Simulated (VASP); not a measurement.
# Na (P6_3/mmc) in VASP: notebook, part 3 of 3

VASP 6.6.1. The steps go on from the part before.

### 5 Single point, LDA

This run uses another cell than the first one, of 25.57 Å³/atom, 1.349 times its volume.

INCAR reads:

```
SYSTEM = Na
PREC = Accurate
ENCUT = 520
EDIFF = 1E-7
ISMEAR = -1
SIGMA = 0.1
LREAL = .FALSE.
LASPH = .TRUE.
NELM = 100
ALGO = Normal
ISIF = 2
LWAVE = .FALSE.
LCHARG = .FALSE.
GGA = CA
NBANDS = 14
```

KPOINTS reads:

```
Automatic mesh
0
G
  14 14 8
  0 0 0
```

POSCAR reads:

```
Na
1.0
    3.3054196972      0.0000000000      0.0000000000
   -1.6527098486      2.8625774280      0.0000000000
    0.0000000000      0.0000000000      5.4042439015
Na
2
Direct
    0.3333333333      0.6666666667      0.2500000000
    0.6666666667      0.3333333333      0.7500000000
```

Potentials or basis: VASP PAW LDA potentials, release 64 (Na_pv).

Launch:

```console
$ cat potpaw_LDA.64/Na_pv/POTCAR > POTCAR
$ mpirun -np 1 vasp_std > vasp.out
```

OUTCAR:

```text
SYSTEM = Na
   PREC = Accurate
   ENCUT = 520
   EDIFF = 1E-7
   ISMEAR = -1
   LREAL = .FALSE.
   LASPH = .TRUE.
   NELM = 100
   ISIF = 2
   GGA = CA

 ion  position               nearest neighbor table
   1  0.333  0.667  0.250-
   2  0.667  0.333  0.750-

  LATTYP: Found a hexagonal cell.
 ALAT       =     3.3054196972
 C/A-ratio  =     1.6349645118

  Lattice vectors:

 A1 = (   3.3054196972,   0.0000000000,   0.0000000000)
 A2 = (  -1.6527098486,   2.8625774280,   0.0000000000)
 A3 = (   0.0000000000,   0.0000000000,   5.4042439015)

Analysis of symmetry for initial positions (statically):
=====================================================================
 Subroutine PRICEL returns:
 Original cell was already a primitive cell.

 Routine SETGRP: Setting up the symmetry group for a
 hexagonal supercell.

 Subroutine GETGRP returns: Found 24 space group operations
 (whereof 12 operations were pure point group operations)
 out of a pool of 24 trial point group operations.

The static configuration has the point symmetry D_3d.
 The point group associated with its full space group is D_6h.

Analysis of symmetry for dynamics (positions and initial velocities):
=====================================================================
 Subroutine PRICEL returns:
 Original cell was already a primitive cell.

 Routine SETGRP: Setting up the symmetry group for a
 hexagonal supercell.

 Subroutine GETGRP returns: Found 24 space group operations
 (whereof 12 operations were pure point group operations)
 out of a pool of 24 trial point group operations.

The dynamic configuration has the point symmetry D_3d.
 The point group associated with its full space group is D_6h.

 Subroutine INISYM returns: Found 24 space group operations
 (whereof 12 operations are pure point group operations),
 and found     1 'primitive' translations

----------------------------------------------------------------------------------------

                                     Primitive cell

  volume of cell :      51.1351

  direct lattice vectors                    reciprocal lattice vectors
     3.305419697  0.000000000  0.000000000     0.302533443  0.174667764  0.000000000
    -1.652709849  2.862577428  0.000000000     0.000000000  0.349335529  0.000000000
     0.000000000  0.000000000  5.404243902     0.000000000  0.000000000  0.185039761

  length of vectors
     3.305419697  3.305419697  5.404243902     0.349335529  0.349335529  0.185039761

  position of ions in fractional coordinates (direct lattice)
     0.333333333  0.666666667  0.250000000
     0.666666667  0.333333333  0.750000000

  ion indices of the primitive-cell ions
   primitive index   ion index
                 1           1
                 2           2

----------------------------------------------------------------------------------------

 KPOINTS: Automatic mesh

Automatic generation of k-mesh.
 Grid dimensions read from file:
 generate k-points for:   14   14    8

 Generating k-lattice:

  Cartesian coordinates                     Fractional coordinates (reciprocal lattice)
     0.021609532  0.012476269  0.000000000     0.071428571 -0.000000000  0.000000000
     0.000000000  0.024952538  0.000000000     0.000000000  0.071428571  0.000000000
     0.000000000  0.000000000  0.023129970     0.000000000  0.000000000  0.125000000

  Length of vectors
     0.024952538  0.024952538  0.023129970

  Shift w.r.t. Gamma in fractional coordinates (k-lattice)
     0.000000000  0.000000000  0.000000000

 Subroutine IBZKPT returns following result:
 ===========================================

 Found    120 irreducible k-points:

 Following reciprocal coordinates:
            Coordinates               Weight
  0.000000  0.000000  0.000000      1.000000
  0.071429 -0.000000  0.000000      6.000000
  0.142857 -0.000000  0.000000      6.000000
  0.214286 -0.000000  0.000000      6.000000
  0.285714 -0.000000  0.000000      6.000000
  0.357143 -0.000000  0.000000      6.000000
[... 16 lines left out ...]
  0.285714  0.285714  0.000000      6.000000
  0.357143  0.285714  0.000000      6.000000
 [... further k-points ...]
   k-points           NKPTS =    120   k-points in BZ     NKDIM =    120   number of bands    NBANDS=     14
   number of dos      NEDOS =    301   number of ions     NIONS =      2
   total plane-waves  NPLWV =  31360
   dimension x,y,z NGX =    28 NGY =   28 NGZ =   40
   dimension x,y,z NGXF=    56 NGYF=   56 NGZF=   80
   ions per type =               2
   NGX,Y,Z   is equivalent  to a cutoff of  14.08, 14.08, 12.30 a.u.
   NGXF,Y,Z  is equivalent  to a cutoff of  28.17, 28.17, 24.61 a.u.
 SYSTEM =  Na
   PREC   = accura    normal or accurate (medium, high low for compatibility)
   ISTART =      0    job   : 0-new  1-cont  2-samecut
   ICHARG =      2    charge: 1-file 2-atom 10-const
   ISPIN  =      1    spin polarized calculation?
   LNONCOLLINEAR =      F non collinear calculations
   LSORBIT =      F    spin-orbit coupling
   LASPH  =      T    aspherical Exc in radial PAW
   ENCUT  =  520.0 eV  38.22 Ry    6.18 a.u.   6.15  6.15 10.05*2*pi/ulx,y,z
   NELM   =    100;   NELMIN=  2; NELMDL= -5     # of ELM steps
   EDIFF  = 0.1E-06   stopping-criterion for ELM
   LREAL  =      F    real-space projection
   EDIFFG = 0.1E-05   stopping-criterion for IOM
   NSW    =      0    number of steps for IOM
   IBRION =     -1    ionic relax: 0-MD 1-quasi-New 2-CG
   NFREE  =      0    steps in history (QN), initial steepest desc. (CG)
   ISIF   =      2    stress and relaxation
   ISYM   =      2    0-nonsym 1-usesym 2-fastsym
   POTIM  = 0.5000    time-step for ionic-motion
   TEBEG  =    0.0;   TEEND  =   0.0 temperature during run
   PSTRESS=    0.0 pullay stress
   NELECT =      14.0000    total number of electrons
   NUPDOWN=      -1.0000    fix difference up-down
   EMIN   =  10.00;   EMAX   =-10.00  energy-range for DOS
   EFERMI =   0.00;   METHOD = LEGACY
   ISMEAR =    -1;   SIGMA  =   0.10  broadening in eV -4-tet -1-fermi 0-gaus
   EFERMI_NEDOS =   21; number of points for ismear=-14 and -15
   IALGO  =     38    algorithm
   IMIX   =      4    mixing-type and parameters
     AMIX     =   0.40;   BMIX     =  1.00
     AMIX_MAG =   1.60;   BMIX_MAG =  1.00
  volume/ion in A,a.u.               =      25.57       172.54
  Fermi-wavevector in a.u.,A,eV,Ry     =   1.063028  2.008831 15.374963  1.130028
  Thomas-Fermi vector in A             =   2.198499
   LORBIT       =      0    0 simple, 1 ext, 2 COOP (PROOUT), +10 PAW based schemes
   GGA     = CA    functional components
   LHFCALC =     F    Hartree Fock is set to
   AEXX    =    0.0000 exact exchange contribution
   IVDW    =     0    specifies the selected vdW correction
   LEPSILON=     F    determine dielectric tensor
   LRPA    =     F    only Hartree local field effects (RPA)
 non-spin polarized calculation
  energy-cutoff  :      520.00
  volume of cell :       51.14
 maximum number of plane-waves:      1396
 NGX is ok and might be reduce to    28
   NGX = 13   NGY = 13   NGZ = 21

 number of electron      13.9999988 magnetization

 Free energy of the ion-electron system (eV)
  ---------------------------------------------------
  ext. energy  EPLUGINS =         0.00000000
  ---------------------------------------------------
  free energy    TOTEN  =        -2.76716785 eV

  energy without entropy =       -2.74260458  energy(sigma->0) =       -2.75488622

 E-fermi :   1.4408     XC(G=0):  -7.8671

 val. band max:        1.3740197742   @ k =   0.2143   0.0714   0.2500
 cond. band min:       1.4454421048   @ k =   0.2857   0.2143   0.3750
 fundamental gap:      0.0714223306
 Fermi energy:         1.4408240014

 k-point     1 :       0.0000    0.0000    0.0000
  band No.  band energies     occupation
      1     -23.4344      2.00000
      2     -23.3234      2.00000
      3     -23.3234      2.00000
      4     -23.3072      2.00000
      5     -23.3072      2.00000
      6     -23.3071      2.00000
      7      -2.7229      2.00000
      8       2.0616      0.00402
      9       2.7451      0.00000
     10      13.6042      0.00000
     11      13.6042      0.00000
     12      14.1619      0.00000
     13      14.4380      0.00000
     14      14.4380      0.00000
[... 375 lines left out ...]
 k-point    24 :       0.3571    0.2857    0.0000
  band No.  band energies     occupation
      1     -23.4033      2.00000
      2     -23.3837      2.00000
      3     -23.3812      2.00000
      4     -23.3596      2.00000
      5     -23.3591      2.00000
      6     -23.3490      2.00000
      7       2.6727      0.00001
      8       3.0207      0.00000
      9       4.0417      0.00000
     10       6.9534      0.00000
     11       7.2112      0.00000
     12       7.7684      0.00000
     13       8.2815      0.00000
     14       9.8702      0.00000

 [... further k-points ...]
[... 5 lines left out ...]
  --------------------------------------------------------------------------------------
  -------------------------------------------------------------------------------------
  Total        1.2762109      1.2762109      1.2797703     -0.0000000      0.0000000      0.0000000
  in kB       39.9865764     39.9865764     40.0981008     -0.0000000      0.0000000      0.0000000
  external PRESSURE =      40.0237512 kB  Pullay stress =       0.0000000 kB

 VOLUME and BASIS-vectors are now :
 -----------------------------------------------------------------------------
  energy-cutoff  :      520.00
  volume of cell :       51.14
      direct lattice vectors                 reciprocal lattice vectors
     3.305419697  0.000000000  0.000000000     0.302533443  0.174667764  0.000000000
    -1.652709849  2.862577428  0.000000000     0.000000000  0.349335529  0.000000000
     0.000000000  0.000000000  5.404243902     0.000000000  0.000000000  0.185039761

 POSITION                                       TOTAL-FORCE (eV/Angst)
 -----------------------------------------------------------------------------------
     -0.00000      1.90838      1.35106        -0.000000      0.000000     -0.000000
      1.65271      0.95419      4.05318         0.000000     -0.000000      0.000000
 -----------------------------------------------------------------------------------
    total drift:                               -0.000000      0.000000      0.000000

  FREE ENERGIE OF THE ION-ELECTRON SYSTEM (eV)
  ---------------------------------------------------
  free  energy   TOTEN  =        -2.7671678544 eV

  energy  without entropy=       -2.7426045828  energy(sigma->0) =       -2.75488622
```

OSZICAR:

```text
N       E                     dE             d eps       ncg     rms          rms(c)
DAV:   1     0.106335263940E+03    0.10634E+03   -0.78440E+03  3360   0.107E+03
DAV:   2     0.112698644038E+01   -0.10521E+03   -0.10361E+03  3480   0.302E+02
DAV:   3    -0.272931082145E+01   -0.38563E+01   -0.38523E+01  4296   0.623E+01
DAV:   4    -0.277620742736E+01   -0.46897E-01   -0.46895E-01  3684   0.754E+00
DAV:   5    -0.277711373261E+01   -0.90631E-03   -0.90630E-03  4314   0.102E+00    0.387E-01
DAV:   6    -0.277099213759E+01    0.61216E-02   -0.17481E-03  4074   0.630E-01    0.242E-01
DAV:   7    -0.276720633166E+01    0.37858E-02   -0.22750E-03  4272   0.613E-01    0.343E-02
DAV:   8    -0.276716730624E+01    0.39025E-04   -0.25931E-04  4218   0.272E-01    0.403E-03
DAV:   9    -0.276716774963E+01   -0.44339E-06   -0.37173E-06  4266   0.283E-02    0.205E-03
DAV:  10    -0.276716785224E+01   -0.10261E-06   -0.26194E-07  3786   0.429E-03    0.127E-04
DAV:  11    -0.276716785436E+01   -0.21232E-08   -0.38184E-09  2100   0.709E-04
   1 F= -.27671679E+01 E0= -.27548862E+01  d E =-.245633E-01
```

Wall time 26 s (1 thread of Intel Xeon 6975P-C (Granite Rapids), shared host); peak memory 0.19 GiB.

What came out:

```
Free energy            : -2.7672 eV
Pressure               : 4.0 GPa
Band gap on the k mesh : zero (band 7 reaches 3.68 eV, above the bottom of band 8 at -1.39 eV)
```

Levels at points of the mesh, in eV from the Fermi level:
```
           k point  band 5  band 6  band 7  band 8  band 9  band 10
(0.00, 0.00, 0.00)  -24.75  -24.75   -4.16    0.62    1.30    12.16
(0.50, 0.00, 0.00)  -24.78  -24.76    0.25    0.53    4.46     4.82
(0.00, 0.00, 0.50)  -24.76  -24.76   -2.83   -2.83    6.82     6.82
(0.50, 0.00, 0.50)  -24.78  -24.78    1.28    1.28    1.98     1.98
```

### 6 Single point, LDA

This run uses another cell than the first one, of 28.39 Å³/atom, 1.498 times its volume.

INCAR reads:

```
SYSTEM = Na
PREC     = Accurate       ! precision mode
ENCUT    = 520            ! plane-wave cutoff, eV
EDIFF    = 1E-6           ! SCF threshold, eV
ISMEAR   = -1             ! smearing method
SIGMA    = 0.1            ! smearing width, eV
LREAL    = .False.        ! projectors in reciprocal space
LASPH    = .True.         ! aspherical terms in the spheres
NELM     = 60             ! most SCF steps
ALGO     = Normal         ! electronic algorithm
ISIF     = 2              ! what is computed and relaxed
LWAVE    = .False.        ! write WAVECAR
LCHARG   = .False.        ! write CHGCAR
GGA      = CA             ! functional
NBANDS   = 14             ! bands
```

KPOINTS reads:

```
regular mesh
0
Gamma
  14 14 8
  0 0 0
```

POSCAR reads:

```
Na
1.0
    3.4232841014      0.0000000000      0.0000000000
   -1.7116420507      2.9646509962      0.0000000000
    0.0000000000      0.0000000000      5.5952861108
Na
2
Direct
    0.3333333333      0.6666666667      0.2500000000
    0.6666666667      0.3333333333      0.7500000000
```

Potentials or basis: VASP PAW LDA potentials, release 64 (Na_pv).

Launch:

```console
$ cat potpaw_LDA.64/Na_pv/POTCAR > POTCAR
$ mpirun -np 1 vasp_std > vasp.out
```

It took 26 s on 1 thread of Intel Xeon 6975P-C (Granite Rapids), shared host; peak memory 0.18 GiB.

Results (log left out):

| Property | Result |
| --- | --- |
| Free energy | -2.8706 eV |
| Pressure | 2.0 GPa |
| Band gap on the k mesh | zero (band 7 reaches 3.15 eV, above the bottom of band 8 at -1.63 eV) |

Levels at points of the mesh, in eV from the Fermi level:
```tsv
k point	band 5	band 6	band 7	band 8	band 9	band 10
(0.00, 0.00, 0.00)	-24.77	-24.77	-3.89	0.61	1.19	11.51
(0.50, 0.00, 0.00)	-24.79	-24.79	0.25	0.47	4.31	4.53
(0.00, 0.00, 0.50)	-24.78	-24.78	-2.65	-2.65	6.43	6.43
(0.50, 0.00, 0.50)	-24.80	-24.80	1.21	1.21	1.85	1.85
```

### 7 Overview

```csv
cell,gap on the mesh (eV),pressure (GPa)
"a = 2.991, b = 2.991, c = 4.893 Å, angles 90.0, 90.0, 120.0°, 2 atoms",none,15.0
"a = 3.098, b = 3.098, c = 5.067 Å, angles 90.0, 90.0, 120.0°, 2 atoms",none,9.9
"a = 3.184, b = 3.184, c = 5.209 Å, angles 90.0, 90.0, 120.0°, 2 atoms",none,6.9
"a = 3.305, b = 3.305, c = 5.404 Å, angles 90.0, 90.0, 120.0°, 2 atoms",none,4.0
"a = 3.423, b = 3.423, c = 5.595 Å, angles 90.0, 90.0, 120.0°, 2 atoms",none,2.0
```

Alike in all rows: task single point; level LDA; potentials or basis VASP PAW LDA potentials, release 64 (Na_pv); no spin polarisation; k mesh 14 × 14 × 8; cutoff (eV) 520; smearing fermi-dirac 0.1 eV.

Absolute energies hang on the potentials; compare differences alone.
